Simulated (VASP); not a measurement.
# KCl in VASP: notebook

Runs on KCl. Level: LDA. Tasks: single point.

Program: VASP 6.6.1. These are calculated values, not measurements. Logs are shortened: lines on timing, memory, paths and dates and some standing lists are left out, and cuts for length are marked.

## Step 1: The cell of the first run

The structure is tetragonal, space group I4/mmm (No. 139). The conventional cell has a = 4.463 Å, b = 4.463 Å, c = 6.502 Å, α = 90.00°, β = 90.00°, γ = 90.00°. Within 4.2 Å of K (site symmetry 4/mmm) lie 6 Cl at 3.16 to 3.25 Å. Within 4.2 Å of Cl (site symmetry 4/mmm) lie 6 K at 3.16 to 3.25 Å.

## Step 2: Single point, LDA (zz strain of +3 %)

Input file INCAR:

```
  PREC = Accurate
  ENCUT = 520
  EDIFF = 1E-6
  ISMEAR = -1
  SIGMA = 0.03
  LREAL = F
  LASPH = T
  NELM = 60
  ALGO = Normal
  ISIF = 2
  LWAVE = F
  LCHARG = F
  GGA = CA
  NBANDS = 15
```

Input file KPOINTS:

```
regular mesh
0
Gamma
  7 7 7
```

Input file POSCAR:

```
KCl
1.0
    0.0000000000      3.1561000000      3.2507830000
    3.1561000000      0.0000000000      3.2507830000
    3.1561000000      3.1561000000      0.0000000000
K Cl
1 1
Direct
    0.0000000000      0.0000000000      0.0000000000
    0.5000000000      0.5000000000      0.5000000000
```

Potentials or basis: VASP PAW LDA potentials, release 64 (K_sv, Cl).

Run with:

```sh
$ cat potpaw_LDA.64/K_sv/POTCAR potpaw_LDA.64/Cl/POTCAR > POTCAR
$ mpirun -np 1 vasp_std > vasp.out
```

OUTCAR:

```text
PREC = Accurate
   ENCUT = 520
   EDIFF = 1E-6
   ISMEAR = -1
   LREAL = F
   LASPH = T
   NELM = 60
   ISIF = 2
   GGA = CA

 ion  position               nearest neighbor table
   1  0.000  0.000  0.000-   2 3.16   2 3.16   2 3.16   2 3.16
   2  0.500  0.500  0.500-   1 3.16   1 3.16   1 3.16   1 3.16

  LATTYP: Found a body centered tetragonal cell.
 ALAT       =     4.4633994242
 C/A-ratio  =     1.4566399692

  Lattice vectors:

 A1 = (  -3.1561000000,   0.0000000000,   3.2507830000)
 A2 = (   3.1561000000,   0.0000000000,   3.2507830000)
 A3 = (   0.0000000000,   3.1561000000,  -3.2507830000)

Analysis of symmetry for initial positions (statically):
=====================================================================
 Subroutine PRICEL returns:
 Original cell was already a primitive cell.

 Routine SETGRP: Setting up the symmetry group for a
 body centered tetragonal supercell.

 Subroutine GETGRP returns: Found 16 space group operations
 (whereof 16 operations were pure point group operations)
 out of a pool of 16 trial point group operations.

The static configuration has the point symmetry D_4h.

Analysis of symmetry for dynamics (positions and initial velocities):
=====================================================================
 Subroutine PRICEL returns:
 Original cell was already a primitive cell.

 Routine SETGRP: Setting up the symmetry group for a
 body centered tetragonal supercell.

 Subroutine GETGRP returns: Found 16 space group operations
 (whereof 16 operations were pure point group operations)
 out of a pool of 16 trial point group operations.

The dynamic configuration has the point symmetry D_4h.

 Subroutine INISYM returns: Found 16 space group operations
 (whereof 16 operations are pure point group operations),
 and found     1 'primitive' translations

----------------------------------------------------------------------------------------

                                     Primitive cell

  volume of cell :      64.7619

  direct lattice vectors                    reciprocal lattice vectors
     0.000000000  3.156100000  3.250783000    -0.158423371  0.158423371  0.153809098
     3.156100000  0.000000000  3.250783000     0.158423371 -0.158423371  0.153809098
     3.156100000  3.156100000  0.000000000     0.158423371  0.158423371 -0.153809098

  length of vectors
     4.530845100  4.530845100  4.463399424     0.271759392  0.271759392  0.271759392

  position of ions in fractional coordinates (direct lattice)
     0.000000000  0.000000000  0.000000000
     0.500000000  0.500000000  0.500000000

[... 82 lines left out ...]
   ISIF   =      2    stress and relaxation
   ISYM   =      2    0-nonsym 1-usesym 2-fastsym
   POTIM  = 0.5000    time-step for ionic-motion
   TEBEG  =    0.0;   TEEND  =   0.0 temperature during run
   PSTRESS=    0.0 pullay stress
   NELECT =      16.0000    total number of electrons
   NUPDOWN=      -1.0000    fix difference up-down
   EMIN   =  10.00;   EMAX   =-10.00  energy-range for DOS
   EFERMI =   0.00;   METHOD = LEGACY
   ISMEAR =    -1;   SIGMA  =   0.03  broadening in eV -4-tet -1-fermi 0-gaus
   EFERMI_NEDOS =   21; number of points for ismear=-14 and -15
   IALGO  =     38    algorithm
   IMIX   =      4    mixing-type and parameters
     AMIX     =   0.40;   BMIX     =  1.00
     AMIX_MAG =   1.60;   BMIX_MAG =  1.00
  volume/ion in A,a.u.               =      32.38       218.52
  Fermi-wavevector in a.u.,A,eV,Ry     =   1.027247  1.941216 14.357370  1.055237
  Thomas-Fermi vector in A             =   2.161182
   LORBIT       =      0    0 simple, 1 ext, 2 COOP (PROOUT), +10 PAW based schemes
   GGA     = CA    functional components
   LHFCALC =     F    Hartree Fock is set to
   AEXX    =    0.0000 exact exchange contribution
   IVDW    =     0    specifies the selected vdW correction
   LEPSILON=     F    determine dielectric tensor
   LRPA    =     F    only Hartree local field effects (RPA)
 non-spin polarized calculation
  energy-cutoff  :      520.00
  volume of cell :       64.76
 maximum number of plane-waves:      1765
 NGX is ok and might be reduce to    36
   NGX = 17   NGY = 17   NGZ = 17

 number of electron      15.9999997 magnetization

 Free energy of the ion-electron system (eV)
  ---------------------------------------------------
  ext. energy  EPLUGINS =         0.00000000
  ---------------------------------------------------
  free energy    TOTEN  =        -7.33458777 eV

  energy without entropy =       -7.33458777  energy(sigma->0) =       -7.33458777

 E-fermi :  -1.6200     XC(G=0):  -7.9501

 val. band max:       -2.2293270318   @ k =   0.0000   0.0000   0.0000
 cond. band min:       2.3878090516   @ k =   0.0000   0.0000   0.0000
 fundamental gap:      4.6171360834
 Fermi energy:        -1.6199876159

 k-point     1 :       0.0000    0.0000    0.0000
  band No.  band energies     occupation
      1     -29.1563      2.00000
      2     -14.2180      2.00000
      3     -12.8540      2.00000
      4     -12.8531      2.00000
      5     -12.8531      2.00000
      6      -2.2427      2.00000
      7      -2.2293      2.00000
      8      -2.2293      2.00000
      9       2.3878      0.00000
     10       5.7106      0.00000
     11       5.8949      0.00000
     12       5.8949      0.00000
     13       6.6742      0.00000
     14       6.8117      0.00000
[... 401 lines left out ...]
      2     -14.2932      2.00000
      3     -12.9124      2.00000
      4     -12.8939      2.00000
      5     -12.7212      2.00000
      6      -3.0260      2.00000
      7      -2.6285      2.00000
      8      -2.5575      2.00000
      9       5.1402      0.00000
     10       5.4917      0.00000
     11       7.1351      0.00000
     12       7.5808      0.00000
     13       8.2087      0.00000
     14       8.7910      0.00000
     15       9.1897      0.00000

 [... further k-points ...]
[... 5 lines left out ...]
  --------------------------------------------------------------------------------------
  -------------------------------------------------------------------------------------
  Total       -0.8754377     -0.8754377     -1.1216896      0.0000000      0.0000000      0.0000000
  in kB      -21.6578992    -21.6578992    -27.7500506      0.0000000      0.0000000      0.0000000
  external PRESSURE =     -23.6886163 kB  Pullay stress =       0.0000000 kB

 VOLUME and BASIS-vectors are now :
 -----------------------------------------------------------------------------
  energy-cutoff  :      520.00
  volume of cell :       64.76
      direct lattice vectors                 reciprocal lattice vectors
     0.000000000  3.156100000  3.250783000    -0.158423371  0.158423371  0.153809098
     3.156100000  0.000000000  3.250783000     0.158423371 -0.158423371  0.153809098
     3.156100000  3.156100000  0.000000000     0.158423371  0.158423371 -0.153809098

 POSITION                                       TOTAL-FORCE (eV/Angst)
 -----------------------------------------------------------------------------------
      0.00000      0.00000      0.00000         0.000000      0.000000      0.000000
      3.15610      3.15610      3.25078        -0.000000     -0.000000      0.000000
 -----------------------------------------------------------------------------------
    total drift:                                0.000000      0.000000      0.000000

  FREE ENERGIE OF THE ION-ELECTRON SYSTEM (eV)
  ---------------------------------------------------
  free  energy   TOTEN  =        -7.3345877660 eV

  energy  without entropy=       -7.3345877660  energy(sigma->0) =       -7.33458777
```

stdout:

```text
POSCAR found type information on POSCAR K Cl
 POSCAR found :  2 types and       2 ions
 scaLAPACK will be used
 LDA part: xc-table for (Slater(with rela. corr.)+CA(PZ))
 , standard interpolation
 POSCAR, INCAR and KPOINTS ok, starting setup
 FFT: planning ... GRIDC
 FFT: planning ... GRID_SOFT
 FFT: planning ... GRID
 WAVECAR not read
 entering main loop
```

Wall time 50 s (1 thread of Intel Xeon 8259CL, shared host); peak memory 0.19 GiB.

Results:

```yaml
Free_energy: -7.3346 eV
Pressure: -2.4 GPa
Band_gap_on_the_k_mesh: 4.62 eV
```

Caveat: the cell differs from its parent crystal (zz strain of +3 %); an odd mesh through Γ misses points on the zone boundary, where band edges can lie.

## Step 3: Single point, LDA (equal xy, yz and zx shear strains of -3 %)

Input file INCAR:

```
  ALGO = Normal
  EDIFF = 1E-6
  ENCUT = 520
  ISIF = 2
  ISMEAR = -1
  LASPH = T
  LCHARG = F
  LREAL = F
  LWAVE = F
  NBANDS = 15
  NELM = 80
  PREC = Accurate
  SIGMA = 0.03
```

Input file KPOINTS:

```
k-points
0
Gamma
  7 7 7
```

Input file POSCAR:

```
KCl
1.0
   -0.0946830000      3.1087585000      3.1087585000
    3.1087585000     -0.0946830000      3.1087585000
    3.1087585000      3.1087585000     -0.0946830000
K Cl
1 1
Direct
    0.0000000000      0.0000000000      0.0000000000
    0.5000000000      0.5000000000      0.5000000000
```

Potentials or basis: VASP PAW LDA potentials, release 64 (K_sv, Cl).

Run with:

```sh
$ cat potpaw_LDA.64/K_sv/POTCAR potpaw_LDA.64/Cl/POTCAR > POTCAR
$ mpirun -np 1 vasp_std > vasp.out
```

It took 54 s on 1 thread of Intel Xeon 8259CL, shared host; peak memory 0.19 GiB.

The run converged. Its results:

```
Free energy            : -7.3597 eV
Pressure               : -2.1 GPa
Band gap on the k mesh : 4.66 eV
```

Stress tensor (GPa, compression positive):
```
-2.06  0.20  0.20
 0.20 -2.06  0.20
 0.20  0.20 -2.06
```

Levels at points of the mesh, in eV from the valence-band top:
```tsv
k point	band 6	band 7	band 8	band 9	band 10	band 11
(0.00, 0.00, 0.00)	-0.08	-0.08	0.00	4.66	7.89	7.89
```

Caveat: the cell differs from its parent crystal (equal xy, yz and zx shear strains of -3 %); an odd mesh through Γ misses points on the zone boundary, where band edges can lie.
